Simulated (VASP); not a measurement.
Write the native input for VASP 6.6.1 that does the following.

```yaml
Task: single point
Functional: r2SCAN
Potentials_or_basis: VASP PAW PBE potentials, release 64 (Pt)
Cutoff: 520 eV
k_mesh: 9 × 9 × 13
Occupations: fermi-dirac, width 0.1 eV
Spin: no spin polarisation
Dipole_correction: no
Further_INCAR_settings: ALGO = Normal; EDIFF = 1e-07; NBANDS = 22
```

Crystal: Pt.

```
Pt
1.0
     4.37741    0.00000    0.00000
    -2.18870    3.79095    0.00000
     0.00000    0.00000    2.60827
Pt
3
Cartesian
  4.3774 0.0000 2.6083
  0.0000 2.5273 1.3041
  2.1887 1.2636 1.3041
```

This isn't the form of Pt at room conditions, which is fcc.

One way to write it, as run:

POSCAR

```
Pt
1.0
    4.3774092361      0.0000000000      0.0000000000
   -2.1887046181      3.7909476012      0.0000000000
    0.0000000000      0.0000000000      2.6082703370
Pt
3
Direct
    1.0000000000      0.0000000000      1.0000000000
    0.3333333333      0.6666666667      0.5000000000
    0.6666666667      0.3333333333      0.5000000000
```

INCAR.step1

```
PREC = Accurate
ENCUT = 520
ISMEAR = -1
SIGMA = 0.1
LREAL = False
LASPH = True
NELM = 100
NBANDS = 22
GGA = PE
ALGO = Normal
EDIFF = 1E-4
LWAVE = True
LCHARG = False
```

INCAR.step2

```
PREC = Accurate
ENCUT = 520
EDIFF = 1E-7
ISMEAR = -1
SIGMA = 0.1
LREAL = False
LASPH = True
NELM = 100
ALGO = Normal
ISIF = 2
LWAVE = False
LCHARG = False
METAGGA = R2SCAN
LMIXTAU = True
NBANDS = 22
ISTART = 1
```

KPOINTS

```
regular mesh
0
Gamma
  9 9 13
```

Potentials or basis: VASP PAW PBE potentials, release 64 (Pt).

Command:

```console
$ cat potpaw_PBE.64/Pt/POTCAR > POTCAR
$ cp INCAR.step1 INCAR
$ mpirun -np 1 vasp_std > vasp.out
$ cp INCAR.step2 INCAR
$ mpirun -np 1 vasp_std > vasp.out
```

It gave:

- Pressure: 27.7 GPa
- Band gap on the k mesh: zero (bands 15 and 16 overlap by 1.66 eV)

Caveat: the cell stands under pressure; the PAW data sets were made with another functional, which shifts forces and pressure a little; spin-orbit coupling is left out, which moves the levels of the heavy elements.

Run time: 3.2 min on 1 thread of AMD EPYC 9R45 96-Core Processor (Zen 5), with other jobs on the host, peak memory 0.18 GiB.
